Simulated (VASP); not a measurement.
# DyBe2F2 (Cmmm) in VASP: notebook

DyBe2F2 is run at these levels: PBE; tasks: relaxation of cell and atoms, single point.

All numbers are computed with VASP 6.6.1; they aren't measurements. Logs are shortened: lines on timing, memory, paths and dates and some standing lists are left out, and cuts for length are marked.

### 1 The cell of the first run

Symmetry: Cmmm, No. 65, orthorhombic system. The conventional cell has a = 3.792 Å, b = 10.790 Å, c = 5.807 Å, α = 90.00°, β = 90.00°, γ = 90.00°. Within 3.0 Å of Dy (site symmetry mmm) lie 4 F at 2.28 Å and 2 Be at 2.91 Å. Be (site symmetry m2m) has 2 Be at 1.94 Å within 2.6 Å. Within 3.0 Å of F (site symmetry mm2) lie 2 Dy at 2.28 Å and 1 F at 2.52 Å and 2 Be at 2.78 Å.

The cell was built from a structure type or drawn by symmetry, and may not be a known phase.

### 2 Relaxation of cell and atoms, PBE

File INCAR:

```
SYSTEM = DyBe2F2
  PREC = Accurate
  ENCUT = 600
  EDIFF = 1E-7
  ISMEAR = 0
  SIGMA = 0.1
  LREAL = .False.
  LASPH = .True.
  NELM = 200
  ALGO = Normal
  ISIF = 3
  LWAVE = .False.
  LCHARG = .False.
  GGA = PE
  IBRION = 2
  NSW = 90
  EDIFFG = -0.04
  GGA_COMPAT = .False.
  NELMIN = 4
  LMAXMIX = 6
```

File KPOINTS:

```
Automatic mesh
0
Gamma
  6 6 4
  0 0 0
```

File POSCAR:

```
DyBe2F2
1.0
    1.8961983170     -5.3950350879      0.0000000000
    1.8961983170      5.3950350879      0.0000000000
    0.0000000000      0.0000000000      5.8065311001
Dy Be F
1 2 2
Direct
    0.0000000000      0.0000000000      0.5000000000
    0.7299701412      0.2700298588      0.5000000000
    0.2700298588      0.7299701412      0.5000000000
    0.5000000000      0.5000000000      0.7168441882
    0.5000000000      0.5000000000      0.2831558118
```

Potentials or basis: VASP PAW PBE potentials, release 64 (Dy_3, Be, F), 4f in core.

The run is started by

```sh
$ cat potpaw_PBE.64/Dy_3/POTCAR potpaw_PBE.64/Be/POTCAR potpaw_PBE.64/F/POTCAR > POTCAR
$ mpirun -np 1 vasp_std > vasp.out
```

OUTCAR:

```text
SYSTEM = DyBe2F2
   PREC = Accurate
   ENCUT = 600
   EDIFF = 1E-7
   ISMEAR = 0
   LREAL = .False.
   LASPH = .True.
   NELM = 200
   ISIF = 3
   GGA = PE
   IBRION = 2
   NSW = 90
   EDIFFG = -0.04
   NELMIN = 4

 ion  position               nearest neighbor table
   1  0.000  0.000  0.500-   4 2.28   5 2.28   4 2.28   5 2.28   2 2.91   3 2.91
   2  0.730  0.270  0.500-   3 1.94   3 1.94   1 2.91
   3  0.270  0.730  0.500-   2 1.94   2 1.94   1 2.91
   4  0.500  0.500  0.717-   1 2.28   1 2.28
   5  0.500  0.500  0.283-   1 2.28   1 2.28

  LATTYP: Found a base centered orthorhombic cell.
 ALAT       =     3.7923966340
 B/A-ratio  =     2.8451850418
 C/A-ratio  =     1.5310980524

  Lattice vectors:

 A1 = (   1.8961983170,  -5.3950350879,   0.0000000000)
 A2 = (   1.8961983170,   5.3950350879,   0.0000000000)
 A3 = (   0.0000000000,   0.0000000000,   5.8065311001)

Analysis of symmetry for initial positions (statically):
=====================================================================
 Subroutine PRICEL returns:
 Original cell was already a primitive cell.

 Routine SETGRP: Setting up the symmetry group for a
 base centered orthorhombic supercell.

 Subroutine GETGRP returns: Found  8 space group operations
 (whereof  8 operations were pure point group operations)
 out of a pool of  8 trial point group operations.

The static configuration has the point symmetry D_2h.

Analysis of symmetry for dynamics (positions and initial velocities):
=====================================================================
 Subroutine PRICEL returns:
 Original cell was already a primitive cell.

 Routine SETGRP: Setting up the symmetry group for a
 base centered orthorhombic supercell.

 Subroutine GETGRP returns: Found  8 space group operations
 (whereof  8 operations were pure point group operations)
 out of a pool of  8 trial point group operations.

The dynamic configuration has the point symmetry D_2h.

 Subroutine INISYM returns: Found  8 space group operations
 (whereof  8 operations are pure point group operations),
 and found     1 'primitive' translations

----------------------------------------------------------------------------------------
[... 119 lines left out ...]
     AMIX_MAG =   1.60;   BMIX_MAG =  1.00
  volume/ion in A,a.u.               =      23.76       160.34
  Fermi-wavevector in a.u.,A,eV,Ry     =   0.999051  1.887933 13.580025  0.998104
  Thomas-Fermi vector in A             =   2.131316
   LORBIT       =      0    0 simple, 1 ext, 2 COOP (PROOUT), +10 PAW based schemes
   GGA     = PE    functional components
   LHFCALC =     F    Hartree Fock is set to
   AEXX    =    0.0000 exact exchange contribution
   IVDW    =     0    specifies the selected vdW correction
   LEPSILON=     F    determine dielectric tensor
   LRPA    =     F    only Hartree local field effects (RPA)
 conjugate gradient relaxation of ions
 non-spin polarized calculation
 Gauss-broadening in eV      SIGMA  =   0.10
  energy-cutoff  :      600.00
  volume of cell :      118.80
 maximum number of plane-waves:      3999
 NGX is ok and might be reduce to    48
   NGX = 23   NGY = 23   NGZ = 23

--------------------------------------- Ionic step        1  -------------------------------------------

 number of electron      26.9999993 magnetization

 Free energy of the ion-electron system (eV)
  ---------------------------------------------------
  ext. energy  EPLUGINS =         0.00000000
  ---------------------------------------------------
  free energy    TOTEN  =       -21.89768172 eV

  energy without entropy =      -21.87789236  energy(sigma->0) =      -21.88778704

------------------------ aborting loop because EDIFF is reached ----------------------------------------

  FORCE on cell =-STRESS in cart. coord.  units (eV):
  Direction    XX          YY          ZZ          XY          YZ          ZX
  --------------------------------------------------------------------------------------
  -------------------------------------------------------------------------------------
  Total        0.3757996     -0.2283794     -0.0602324      0.0000000      0.0000000      0.0000000
  in kB        5.0680643     -3.0799434     -0.8122997      0.0000000      0.0000000      0.0000000
  external PRESSURE =       0.3919404 kB  Pullay stress =       0.0000000 kB
[... 98 lines left out ...]
  FREE ENERGIE OF THE ION-ELECTRON SYSTEM (eV)
  ---------------------------------------------------
  free  energy   TOTEN  =       -21.8990518182 eV

  energy  without entropy=      -21.8795164027  energy(sigma->0) =      -21.88928411

[... ionic steps 4 to 7 ...]

--------------------------------------- Ionic step        8  -------------------------------------------

 number of electron      27.0000001 magnetization

------------------------ aborting loop because EDIFF is reached ----------------------------------------
[... 73 lines left out ...]
--------------------------------------- Ionic step       10  -------------------------------------------

 number of electron      27.0000000 magnetization

 Free energy of the ion-electron system (eV)
  ---------------------------------------------------
  ext. energy  EPLUGINS =         0.00000000
  ---------------------------------------------------
  free energy    TOTEN  =       -21.90368710 eV

  energy without entropy =      -21.88736122  energy(sigma->0) =      -21.89552416

 E-fermi :   0.6158     XC(G=0):  -7.1042

 val. band max:        0.5812958331   @ k =   0.3333   0.3333   0.2500
 cond. band min:       0.6258294113   @ k =   0.3333   0.3333   0.5000
 fundamental gap:      0.0445335782
 Fermi energy:         0.6158473581

 k-point     1 :       0.0000    0.0000    0.0000
  band No.  band energies     occupation
      1     -24.7892      2.00000
      2     -23.9935      2.00000
      3     -23.4898      2.00000
      4     -23.4451      2.00000
      5     -22.3939      2.00000
      6      -6.5253      2.00000
[... 457 lines left out ...]
      4     -22.7225      2.00000
      5     -22.5951      2.00000
      6      -6.2896      2.00000
[... 9 lines left out ...]
     16       2.9029      0.00000
     17       3.1276      0.00000

 [... further k-points ...]

------------------------ aborting loop because EDIFF is reached ----------------------------------------

  FORCE on cell =-STRESS in cart. coord.  units (eV):
  Direction    XX          YY          ZZ          XY          YZ          ZX
  --------------------------------------------------------------------------------------
  -------------------------------------------------------------------------------------
  Total        0.0694101      0.0105535     -0.0389058      0.0000000      0.0000000      0.0000000
  in kB        0.9587750      0.1457781     -0.5374129      0.0000000      0.0000000      0.0000000
  external PRESSURE =       0.1890467 kB  Pullay stress =       0.0000000 kB
[... 20 lines left out ...]
  FREE ENERGIE OF THE ION-ELECTRON SYSTEM (eV)
  ---------------------------------------------------
  free  energy   TOTEN  =       -21.9036870980 eV

  energy  without entropy=      -21.8873612158  energy(sigma->0) =      -21.89552416

 reached required accuracy - stopping structural energy minimisation
```

CONTCAR:

```text
DyBe2F2
   1.00000000000000
     1.9102956336936709   -5.2772368772272991    0.0000000000000000
     1.9102956336936709    5.2772368772272991    0.0000000000000000
     0.0000000000000000    0.0000000000000000    5.7528002467329769
  Dy              Be              F
     1     2     2
Direct
     0.0000000000000000    1.0000000000000000    0.5000000000000000
     0.7287239708932011    0.2712760291067988    0.5000000000000000
     0.2712760291067988    0.7287239708932011    0.5000000000000000
     0.5000000000000000    0.5000000000000000    0.7169853454783898
     0.5000000000000000    0.5000000000000000    0.2830146545216103

  0.00000000E+00  0.00000000E+00  0.00000000E+00
  0.00000000E+00  0.00000000E+00  0.00000000E+00
  0.00000000E+00  0.00000000E+00  0.00000000E+00
  0.00000000E+00  0.00000000E+00  0.00000000E+00
  0.00000000E+00  0.00000000E+00  0.00000000E+00
```

Wall time 5.4 min (1 thread of Intel Xeon 6975P-C (Granite Rapids), shared host); peak memory 0.43 GiB.

Results:

```yaml
Free_energy: -21.9037 eV
Relaxed_volume: 23.20 Å³/atom
Relaxed_cell: a = 5.612 Å, b = 5.612 Å, c = 5.753 Å, α = 90.00°, β = 90.00°, γ = 140.20°
Space_group_after_relaxing_to_0.1_Å: Cmmm (No. 65)
Energy_gained_by_relaxing: 1.2 meV/atom
Ionic_steps: 10
Pressure_after_relaxing: 0.0 GPa
Largest_force_after_relaxing: 0.032 eV/Å
Band_gap_on_the_k_mesh: zero (an odd number of electrons rules out a gap without spin polarisation)
```

Forces on the atoms (eV/Å):
```
Dy   0.000  0.000  0.000
Be   0.000  0.032  0.000
Be   0.000 -0.032  0.000
F    0.000  0.000  0.032
F    0.000  0.000 -0.032
```

Step by step:
```tsv
step	energy change (eV)	largest force (eV/Å)	pressure (GPa)	volume (Å³)
1	0.0000	0.0261	0.04	118.80
2	-0.0013	0.0190	-0.22	118.90
3	-0.0014	0.0384	-0.36	118.96
4	-0.0022	0.0319	-0.35	118.62
5	-0.0041	0.0344	-0.32	117.60
6	-0.0033	0.0914	-0.19	115.55
7	-0.0047	0.0523	-0.28	116.84
8	-0.0056	0.0516	0.05	116.07
9	-0.0056	0.0516	0.05	116.07
10	-0.0060	0.0324	0.02	115.99
```

Final structure:
```
Dy Be F
1.0
     1.91030   -5.27724    0.00000
     1.91030    5.27724    0.00000
     0.00000    0.00000    5.75280
Dy Be F
1 2 2
Direct
  0.00000 0.00000 0.50000
  0.72872 0.27128 0.50000
  0.27128 0.72872 0.50000
  0.50000 0.50000 0.71699
  0.50000 0.50000 0.28301
```

Levels at points of the mesh, in eV from the Fermi level:
```
           k point  band 11  band 12  band 13  band 14  band 15  band 16
(0.00, 0.00, 0.00)    -5.01    -4.78    -0.58     0.24     0.82     1.83
(0.50, 0.00, 0.00)    -4.96    -3.18    -2.67     0.60     1.29     2.11
(0.50, 0.50, 0.00)    -4.78    -3.54    -1.82     0.13     0.20     2.12
(0.00, 0.00, 0.50)    -5.15    -4.91    -0.58    -0.37     0.83     2.47
(0.50, 0.00, 0.50)    -5.27    -3.15    -2.61     0.61     1.00     2.22
(0.50, 0.50, 0.50)    -5.14    -3.50    -1.74    -0.25     0.20     2.44
```

Caveat: spin-orbit coupling is left out, which moves the levels of the heavy elements; the 4f electrons are frozen in the core, so they carry no moment and show no levels; an odd number of electrons without spin polarisation forces a metal; a magnetic or distorted state may lie lower; the run has no spin polarisation, though such a crystal can be magnetic. With open d or f shells a metallic result of PBE can be an artefact of self-interaction; +U or a hybrid may open a gap.

### 3 Single point, PBE

This run uses another cell than the first one, of 23.48 Å³/atom.

File INCAR:

```
ALGO = Normal
EDIFF = 1E-6
ENCUT = 600
GGA = PE
GGA_COMPAT = False
ISIF = 2
ISMEAR = 0
LASPH = True
LCHARG = False
LMAXMIX = 6
LREAL = False
LWAVE = False
NBANDS = 22
NELM = 200
PREC = Accurate
SIGMA = 0.1
```

File KPOINTS:

```
k-points
0
Gamma
  10 10 8
```

File POSCAR:

```
DyBe2F2
1.0
    1.9024707257     -5.3236069003      0.0000000000
    1.9024707257      5.3236069003      0.0000000000
    0.0000000000      0.0000000000      5.7950137104
Dy Be F
1 2 2
Direct
    0.0000000000      0.0000000000      0.5000000000
    0.7288476726      0.2711523274      0.5000000000
    0.2711523274      0.7288476726      0.5000000000
    0.5000000000      0.5000000000      0.7154005100
    0.5000000000      0.5000000000      0.2845994900
```

Potentials or basis: VASP PAW PBE potentials, release 64 (Dy_3, Be, F), 4f in core.

The run is started by

```sh
$ cat potpaw_PBE.64/Dy_3/POTCAR potpaw_PBE.64/Be/POTCAR potpaw_PBE.64/F/POTCAR > POTCAR
$ mpirun -np 1 vasp_std > vasp.out
```

Wall time 4.6 min (1 thread of Intel Xeon 6975P-C (Granite Rapids), shared host); peak memory 0.68 GiB.

The run converged. Its results:

```
Free energy            : -21.9160 eV
Pressure               : 0.2 GPa
Largest force          : 0.075 eV/Å
Band gap on the k mesh : zero (an odd number of electrons rules out a gap without spin polarisation)
```

Forces on the atoms (eV/Å):
```
Dy   0.000  0.000  0.000
Be   0.000  0.000  0.000
Be   0.000  0.000  0.000
F    0.000  0.000  0.075
F    0.000  0.000 -0.075
```

Stress tensor (GPa, compression positive):
```
 0.54  0.00  0.00
 0.00 -0.14  0.00
 0.00  0.00  0.12
```

Levels at points of the mesh, in eV from the Fermi level:
```
           k point  band 11  band 12  band 13  band 14  band 15  band 16
(0.00, 0.00, 0.00)    -5.01    -4.82    -0.53     0.21     0.73     1.86
(0.50, 0.00, 0.00)    -5.00    -3.17    -2.68     0.60     1.32     2.07
(0.50, 0.50, 0.00)    -4.82    -3.58    -1.84     0.12     0.21     2.14
(0.00, 0.00, 0.50)    -5.16    -4.92    -0.52    -0.37     0.75     2.49
(0.50, 0.00, 0.50)    -5.29    -3.14    -2.62     0.61     1.04     2.17
(0.50, 0.50, 0.50)    -5.16    -3.55    -1.76    -0.25     0.22     2.48
```

Caveat: spin-orbit coupling is left out, which moves the levels of the heavy elements; the 4f electrons are frozen in the core, so they carry no moment and show no levels; an odd number of electrons without spin polarisation forces a metal; a magnetic or distorted state may lie lower; the run has no spin polarisation, though such a crystal can be magnetic. Spin polarisation is off, so any magnetic state and its effect on volume and gap are missing.
